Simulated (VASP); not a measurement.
# Cd4Se (P4/mmm) in VASP: further runs

The runs below take Cd4Se through relaxation of cell and atoms, with PBE.

Program: VASP 6.6.1. These are calculated values, not measurements. Logs are shortened: lines on timing, memory, paths and dates and some standing lists are left out, and cuts for length are marked.

**1. The cell of the first run**

Symmetry: P4/mmm, No. 123, tetragonal system. The conventional cell has a = 6.223 Å, b = 6.223 Å, c = 3.713 Å, α = 90.00°, β = 90.00°, γ = 90.00°. Within 3.8 Å of Cd (site symmetry m2m) lie 2 Se at 2.65 Å and 7 Cd at 2.68 to 3.79 Å. Within 3.5 Å of Se (site symmetry 4/mmm) lie 8 Cd at 2.65 Å.

The cell was built from a structure type or drawn by symmetry, and may not be a known phase.

**2. Relaxation of cell and atoms, PBE**

File INCAR:

```
ALGO = Normal
EDIFF = 1E-6
EDIFFG = -0.04
ENCUT = 600
GGA = PE
IBRION = 2
ISIF = 3
ISMEAR = 0
LASPH = True
LCHARG = False
LREAL = False
LWAVE = False
NELM = 100
NSW = 90
PREC = Accurate
SIGMA = 0.1
```

File KPOINTS:

```
k-points
0
Gamma
  4 4 6
```

File POSCAR:

```
Cd4Se
1.0
    6.2231081000      0.0000000000      0.0000000000
    0.0000000000      6.2231081000      0.0000000000
    0.0000000000      0.0000000000      3.7129187700
Cd Se
4 1
Direct
    0.7845576200      0.7845576200      0.0000000000
    0.2154423800      0.2154423800      0.0000000000
    0.2154423800      0.7845576200      0.0000000000
    0.7845576200      0.2154423800      0.0000000000
    0.0000000000      0.0000000000      0.5000000000
```

Potentials or basis: VASP PAW PBE potentials, release 64 (Cd, Se).

Command:

```
> cat potpaw_PBE.64/Cd/POTCAR potpaw_PBE.64/Se/POTCAR > POTCAR
> mpirun -np 1 vasp_std > vasp.out
```

OUTCAR:

```text
EDIFF = 1E-6
   EDIFFG = -0.04
   ENCUT = 600
   GGA = PE
   IBRION = 2
   ISIF = 3
   ISMEAR = 0
   LASPH = True
   LREAL = False
   NELM = 100
   NSW = 90
   PREC = Accurate

 ion  position               nearest neighbor table
   1  0.785  0.785  0.000-   5 2.65   5 2.65   3 2.68   4 2.68   4 3.54   3 3.54
   2  0.215  0.215  0.000-   5 2.65   5 2.65   3 2.68   4 2.68   4 3.54   3 3.54
   3  0.215  0.785  0.000-   5 2.65   5 2.65   1 2.68   2 2.68   1 3.54   2 3.54
   4  0.785  0.215  0.000-   5 2.65   5 2.65   1 2.68   2 2.68   1 3.54   2 3.54
   5  0.000  0.000  0.500-   1 2.65   2 2.65   3 2.65   4 2.65   1 2.65   2 2.65   3 2.65   4 2.65

  LATTYP: Found a simple tetragonal cell.
 ALAT       =     6.2231081000
 C/A-ratio  =     0.5966341433

  Lattice vectors:

 A1 = (   6.2231081000,   0.0000000000,   0.0000000000)
 A2 = (   0.0000000000,   6.2231081000,   0.0000000000)
 A3 = (   0.0000000000,   0.0000000000,   3.7129187700)

Analysis of symmetry for initial positions (statically):
=====================================================================
 Subroutine PRICEL returns:
 Original cell was already a primitive cell.

 Routine SETGRP: Setting up the symmetry group for a
 simple tetragonal supercell.

 Subroutine GETGRP returns: Found 16 space group operations
 (whereof 16 operations were pure point group operations)
 out of a pool of 16 trial point group operations.

The static configuration has the point symmetry D_4h.

Analysis of symmetry for dynamics (positions and initial velocities):
=====================================================================
 Subroutine PRICEL returns:
 Original cell was already a primitive cell.

 Routine SETGRP: Setting up the symmetry group for a
 simple tetragonal supercell.

 Subroutine GETGRP returns: Found 16 space group operations
 (whereof 16 operations were pure point group operations)
 out of a pool of 16 trial point group operations.

The dynamic configuration has the point symmetry D_4h.

 Subroutine INISYM returns: Found 16 space group operations
 (whereof 16 operations are pure point group operations),
 and found     1 'primitive' translations

----------------------------------------------------------------------------------------

                                     Primitive cell

  volume of cell :     143.7905

  direct lattice vectors                    reciprocal lattice vectors
     6.223108100  0.000000000  0.000000000     0.160691408  0.000000000  0.000000000
     0.000000000  6.223108100  0.000000000     0.000000000  0.160691408  0.000000000
     0.000000000  0.000000000  3.712918770     0.000000000  0.000000000  0.269329889

  length of vectors
     6.223108100  6.223108100  3.712918770     0.160691408  0.160691408  0.269329889

  position of ions in fractional coordinates (direct lattice)
     0.784557620  0.784557620  0.000000000
     0.215442380  0.215442380  0.000000000
     0.215442380  0.784557620  0.000000000
     0.784557620  0.215442380  0.000000000
     0.000000000  0.000000000  0.500000000

  ion indices of the primitive-cell ions
   primitive index   ion index
                 1           1
                 2           2
                 3           3
                 4           4
                 5           5

----------------------------------------------------------------------------------------

 KPOINTS: k-points

Automatic generation of k-mesh.
 Grid dimensions read from file:
 generate k-points for:    4    4    6

 Generating k-lattice:

  Cartesian coordinates                     Fractional coordinates (reciprocal lattice)
     0.040172852  0.000000000  0.000000000     0.250000000  0.000000000  0.000000000
     0.000000000  0.040172852  0.000000000     0.000000000  0.250000000  0.000000000
     0.000000000  0.000000000  0.044888315     0.000000000  0.000000000  0.166666667

  Length of vectors
     0.040172852  0.040172852  0.044888315

  Shift w.r.t. Gamma in fractional coordinates (k-lattice)
     0.000000000  0.000000000  0.000000000

 Subroutine IBZKPT returns following result:
 ===========================================

 Found     24 irreducible k-points:

 Following reciprocal coordinates:
            Coordinates               Weight
  0.000000  0.000000  0.000000      1.000000
  0.250000  0.000000  0.000000      4.000000
  0.500000  0.000000  0.000000      2.000000
  0.250000  0.250000  0.000000      4.000000
  0.500000  0.250000  0.000000      4.000000
  0.500000  0.500000  0.000000      1.000000
[... 16 lines left out ...]
  0.500000  0.250000  0.500000      4.000000
  0.500000  0.500000  0.500000      1.000000
   k-points           NKPTS =     24   k-points in BZ     NKDIM =     24   number of bands    NBANDS=     32
   number of dos      NEDOS =    301   number of ions     NIONS =      5
   total plane-waves  NPLWV =  75000
   dimension x,y,z NGX =    50 NGY =   50 NGZ =   30
   dimension x,y,z NGXF=   100 NGYF=  100 NGZF=   60
   ions per type =               4   1
   NGX,Y,Z   is equivalent  to a cutoff of  13.36, 13.36, 13.43 a.u.
   NGXF,Y,Z  is equivalent  to a cutoff of  26.71, 26.71, 26.86 a.u.
 SYSTEM =  unknown system
   PREC   = accura    normal or accurate (medium, high low for compatibility)
   ISTART =      0    job   : 0-new  1-cont  2-samecut
   ICHARG =      2    charge: 1-file 2-atom 10-const
   ISPIN  =      1    spin polarized calculation?
   LNONCOLLINEAR =      F non collinear calculations
   LSORBIT =      F    spin-orbit coupling
   LASPH  =      T    aspherical Exc in radial PAW
   ENCUT  =  600.0 eV  44.10 Ry    6.64 a.u.  12.43 12.43  7.42*2*pi/ulx,y,z
   NELM   =    100;   NELMIN=  2; NELMDL= -5     # of ELM steps
   EDIFF  = 0.1E-05   stopping-criterion for ELM
   LREAL  =      F    real-space projection
   EDIFFG = -.4E-01   stopping-criterion for IOM
   NSW    =     90    number of steps for IOM
   IBRION =      2    ionic relax: 0-MD 1-quasi-New 2-CG
   NFREE  =      1    steps in history (QN), initial steepest desc. (CG)
   ISIF   =      3    stress and relaxation
   ISYM   =      2    0-nonsym 1-usesym 2-fastsym
   POTIM  = 0.5000    time-step for ionic-motion
   TEBEG  =    0.0;   TEEND  =   0.0 temperature during run
   PSTRESS=    0.0 pullay stress
   NELECT =      54.0000    total number of electrons
   NUPDOWN=      -1.0000    fix difference up-down
   EMIN   =  10.00;   EMAX   =-10.00  energy-range for DOS
   EFERMI =   0.00;   METHOD = LEGACY
   ISMEAR =     0;   SIGMA  =   0.10  broadening in eV -4-tet -1-fermi 0-gaus
   EFERMI_NEDOS =   21; number of points for ismear=-14 and -15
   IALGO  =     38    algorithm
   IMIX   =      4    mixing-type and parameters
     AMIX     =   0.40;   BMIX     =  1.00
     AMIX_MAG =   1.60;   BMIX_MAG =  1.00
  volume/ion in A,a.u.               =      28.76       194.07
  Fermi-wavevector in a.u.,A,eV,Ry     =   1.181125  2.232004 18.980908  1.395057
  Thomas-Fermi vector in A             =   2.317405
   LORBIT       =      0    0 simple, 1 ext, 2 COOP (PROOUT), +10 PAW based schemes
   GGA     = PE    functional components
   LHFCALC =     F    Hartree Fock is set to
   AEXX    =    0.0000 exact exchange contribution
   IVDW    =     0    specifies the selected vdW correction
   LEPSILON=     F    determine dielectric tensor
   LRPA    =     F    only Hartree local field effects (RPA)
 conjugate gradient relaxation of ions
 non-spin polarized calculation
 Gauss-broadening in eV      SIGMA  =   0.10
  energy-cutoff  :      600.00
  volume of cell :      143.79
 maximum number of plane-waves:      4832
 NGX is ok and might be reduce to    50
   NGX = 25   NGY = 25   NGZ = 15

--------------------------------------- Ionic step        1  -------------------------------------------

 number of electron      53.9999987 magnetization

 Free energy of the ion-electron system (eV)
  ---------------------------------------------------
  ext. energy  EPLUGINS =         0.00000000
  ---------------------------------------------------
  free energy    TOTEN  =        -3.24703157 eV

  energy without entropy =       -3.23864190  energy(sigma->0) =       -3.24283674

------------------------ aborting loop because EDIFF is reached ----------------------------------------

  FORCE on cell =-STRESS in cart. coord.  units (eV):
  Direction    XX          YY          ZZ          XY          YZ          ZX
  --------------------------------------------------------------------------------------
  -------------------------------------------------------------------------------------
  Total        9.6083453      9.6083453     12.9683411      0.0000000     -0.0000000      0.0000000
  in kB      107.0604452    107.0604452    144.4990093      0.0000000     -0.0000000      0.0000000
  external PRESSURE =     119.5399666 kB  Pullay stress =       0.0000000 kB
[... 24 lines left out ...]
  energy  without entropy=       -3.2386419036  energy(sigma->0) =       -3.24283674

--------------------------------------- Ionic step        2  -------------------------------------------

 number of electron      53.9999994 magnetization

 E-fermi :  -0.1478     XC(G=0):  -7.8642

 val. band max:       -0.2821628458   @ k =   0.2500   0.2500   0.5000
 cond. band min:      -0.0071714451   @ k =   0.5000   0.0000   0.3333
 fundamental gap:      0.2749914007
 Fermi energy:        -0.1477603771

 k-point     1 :       0.0000    0.0000    0.0000
  band No.  band energies     occupation
      1     -12.8662      2.00000
      2      -8.6867      2.00000
      3      -8.5487      2.00000
      4      -8.5487      2.00000
      5      -8.5228      2.00000
      6      -8.4881      2.00000
[... 900 lines left out ...]
  FREE ENERGIE OF THE ION-ELECTRON SYSTEM (eV)
  ---------------------------------------------------
  free  energy   TOTEN  =        -5.5102471700 eV

  energy  without entropy=       -5.5066275885  energy(sigma->0) =       -5.50843738

[... ionic steps 4 to 13 ...]

--------------------------------------- Ionic step       14  -------------------------------------------

 number of electron      53.9999978 magnetization

------------------------ aborting loop because EDIFF is reached ----------------------------------------

  FORCE on cell =-STRESS in cart. coord.  units (eV):
  Direction    XX          YY          ZZ          XY          YZ          ZX
  --------------------------------------------------------------------------------------
  -------------------------------------------------------------------------------------
  Total        0.0728607      0.0728607     -0.0071063      0.0000000     -0.0000000      0.0000000
  in kB        0.8110606      0.8110606     -0.0791048      0.0000000     -0.0000000      0.0000000
  external PRESSURE =       0.5143388 kB  Pullay stress =       0.0000000 kB
[... 63 lines left out ...]
  energy  without entropy=       -6.5375697772  energy(sigma->0) =       -6.54109651

--------------------------------------- Ionic step       16  -------------------------------------------

 number of electron      53.9999968 magnetization

 Free energy of the ion-electron system (eV)
  ---------------------------------------------------
  ext. energy  EPLUGINS =         0.00000000
  ---------------------------------------------------
  free energy    TOTEN  =        -6.54609671 eV

  energy without entropy =       -6.53966431  energy(sigma->0) =       -6.54288051

 E-fermi :   1.3674     XC(G=0):  -9.2429

 val. band max:        1.3306123462   @ k =   0.0000   0.0000   0.0000
 cond. band min:       1.4398678383   @ k =   0.0000   0.0000   0.3333
 fundamental gap:      0.1092554921
 Fermi energy:         1.3674207449

 k-point     1 :       0.0000    0.0000    0.0000
  band No.  band energies     occupation
      1     -11.9319      2.00000
      2      -7.8173      2.00000
      3      -7.5678      2.00000
      4      -7.5678      2.00000
      5      -7.5367      2.00000
      6      -7.5085      2.00000
[... 861 lines left out ...]
  FREE ENERGIE OF THE ION-ELECTRON SYSTEM (eV)
  ---------------------------------------------------
  free  energy   TOTEN  =        -6.5460967146 eV

  energy  without entropy=       -6.5396643101  energy(sigma->0) =       -6.54288051

 reached required accuracy - stopping structural energy minimisation
```

Wall time 24 min (1 thread of Intel Xeon Platinum 8375C at 2.90GHz (Ice Lake), shared host); peak memory 0.34 GiB.

Results:

| Property | Result |
| --- | --- |
| Free energy | -6.5461 eV |
| Relaxed volume | 28.72 Å³/atom |
| Relaxed cell | a = 6.129 Å, b = 6.129 Å, c = 3.823 Å, α = 90.00°, β = 90.00°, γ = 90.00° |
| Space group after relaxing (to 0.1 Å) | P4/mmm (No. 123) |
| Energy gained by relaxing | 659.8 meV/atom |
| Ionic steps | 16 |
| Pressure after relaxing | 0.1 GPa |
| Largest force after relaxing | 0.023 eV/Å |
| Band gap on the k mesh | zero (bands 27 and 28 overlap by 0.55 eV) |

Forces on the atoms (eV/Å):
```
Cd  -0.016 -0.016  0.000
Cd   0.016  0.016  0.000
Cd   0.016 -0.016  0.000
Cd  -0.016  0.016  0.000
Se   0.000  0.000  0.000
```

Stress tensor (GPa, compression positive):
```
 0.09  0.00  0.00
 0.00  0.09  0.00
 0.00  0.00 -0.01
```

The path:
| step | energy change (eV) | largest force (eV/Å) | pressure (GPa) | volume (Å³) |
| --- | --- | --- | --- | --- |
| 1 | 0.0000 | 4.2466 | 11.95 | 143.79 |
| 2 | -2.2221 | 0.5039 | -2.85 | 193.17 |
| 3 | -2.2632 | 0.8173 | -1.79 | 182.68 |
| 4 | -2.2655 | 0.7692 | -1.96 | 184.07 |
| 5 | -2.5575 | 0.8071 | -1.88 | 175.13 |
| 6 | -3.1914 | 0.4760 | -0.08 | 149.61 |
| 7 | -3.1465 | 0.0438 | 2.22 | 140.55 |
| 8 | -3.2063 | 0.3487 | 0.49 | 146.63 |
| 9 | -3.2064 | 0.3084 | 0.67 | 145.86 |
| 10 | -3.2502 | 0.0173 | 0.13 | 147.47 |
| 11 | -3.2525 | 0.1162 | 0.02 | 147.97 |
| 12 | -3.2801 | 0.0276 | -0.40 | 148.49 |
| 13 | -3.2860 | 0.0271 | -0.66 | 148.77 |
| 14 | -3.2976 | 0.0669 | 0.05 | 143.93 |
| 15 | -3.2976 | 0.0676 | 0.08 | 143.84 |
| 16 | -3.2991 | 0.0225 | 0.06 | 143.61 |

Final structure:
```xyz
5
Lattice="6.1292 0.0000 0.0000 0.0000 6.1292 0.0000 0.0000 0.0000 3.8229" Properties=species:S:1:pos:R:3 pbc="T T T"
Cd    4.5080    4.5080    0.0000
Cd    1.6212    1.6212    0.0000
Cd    1.6212    4.5080    0.0000
Cd    4.5080    1.6212    0.0000
Se    0.0000    0.0000    1.9114
```

Caveat: semilocal functionals underestimate gaps, so a narrow gap can read as zero.

**3. Relaxation of cell and atoms, PBE**

This run uses another cell than the first one, of 28.43 Å³/atom.

File INCAR:

```
PREC = Accurate
ENCUT = 600
EDIFF = 1E-7
ISMEAR = 0
SIGMA = 0.1
LREAL = False
LASPH = True
NELM = 80
ALGO = Normal
ISIF = 3
LWAVE = False
LCHARG = False
GGA = PE
IBRION = 2
NSW = 100
EDIFFG = -0.01
```

File KPOINTS:

```
regular mesh
0
Gamma
  6 6 10
```

File POSCAR:

```
Cd4Se
1.0
    6.1109289687      0.0000000000      0.0000000000
    0.0000000000      6.1109289687      0.0000000000
    0.0000000000      0.0000000000      3.8068886550
Cd Se
4 1
Direct
    0.7353951619      0.7353951619      0.0000000000
    0.2646048381      0.2646048381      0.0000000000
    0.2646048381      0.7353951619      0.0000000000
    0.7353951619      0.2646048381      0.0000000000
    0.0000000000      0.0000000000      0.5000000000
```

Potentials or basis: VASP PAW PBE potentials, release 64 (Cd, Se).

Command:

```
> cat potpaw_PBE.64/Cd/POTCAR potpaw_PBE.64/Se/POTCAR > POTCAR
> mpirun -np 1 vasp_std > vasp.out
```

Run time: 6.7 min. Hardware: 1 thread of Intel Xeon 6975P-C (Granite Rapids), shared host; peak memory 0.46 GiB.

The run converged. Its results:

| Item | Value |
| --- | --- |
| Free energy | -6.5811 eV |
| Relaxed volume | 28.71 Å³/atom |
| Relaxed cell | a = 6.133 Å, b = 6.133 Å, c = 3.817 Å, α = 90.00°, β = 90.00°, γ = 90.00° |
| Space group after relaxing (to 0.1 Å) | P4/mmm (No. 123) |
| Energy gained by relaxing | 0.3 meV/atom |
| Ionic steps | 5 |
| Pressure after relaxing | 0.0 GPa |
| Largest force after relaxing | 0.006 eV/Å |
| Band gap on the k mesh | zero (bands 27 and 28 overlap by 0.60 eV) |

Forces in eV/Å, atoms in the order of the input:
```
Cd  -0.004 -0.004  0.000
Cd   0.004  0.004  0.000
Cd   0.004 -0.004  0.000
Cd  -0.004  0.004  0.000
Se   0.000  0.000  0.000
```

Step by step:
```csv
step,energy change (eV),largest force (eV/Å),pressure (GPa),volume (Å³)
1,0.0000,0.0246,0.29,142.16
2,-0.0012,0.0152,0.05,143.21
3,-0.0013,0.0126,-0.01,143.52
4,-0.0013,0.0123,-0.02,143.54
5,-0.0013,0.0056,-0.01,143.53
```

Final structure:
```
CELL_PARAMETERS angstrom
6.13252 0.00000 0.00000
0.00000 6.13252 0.00000
0.00000 0.00000 3.81662
ATOMIC_POSITIONS crystal
Cd 0.73513 0.73513 0.00000
Cd 0.26487 0.26487 0.00000
Cd 0.26487 0.73513 0.00000
Cd 0.73513 0.26487 0.00000
Se 0.00000 0.00000 0.50000
```

Levels at points of the mesh, in eV from the Fermi level:
```csv
k point,band 25,band 26,band 27,band 28,band 29,band 30
"(0.00, 0.00, 0.00)",-1.46,-1.17,-0.04,-0.04,0.83,1.64
"(0.50, 0.00, 0.00)",-2.32,-1.37,-1.34,1.37,1.60,3.34
"(0.50, 0.50, 0.00)",-1.31,-1.06,-0.26,-0.26,4.38,4.40
"(0.00, 0.00, 0.50)",-2.52,-0.58,-0.58,-0.41,0.24,2.82
"(0.50, 0.00, 0.50)",-2.47,-0.58,0.12,0.43,0.92,1.30
"(0.50, 0.50, 0.50)",-2.77,-2.59,-2.59,0.36,3.16,3.36
```

Caveat: semilocal functionals underestimate gaps, so a narrow gap can read as zero.
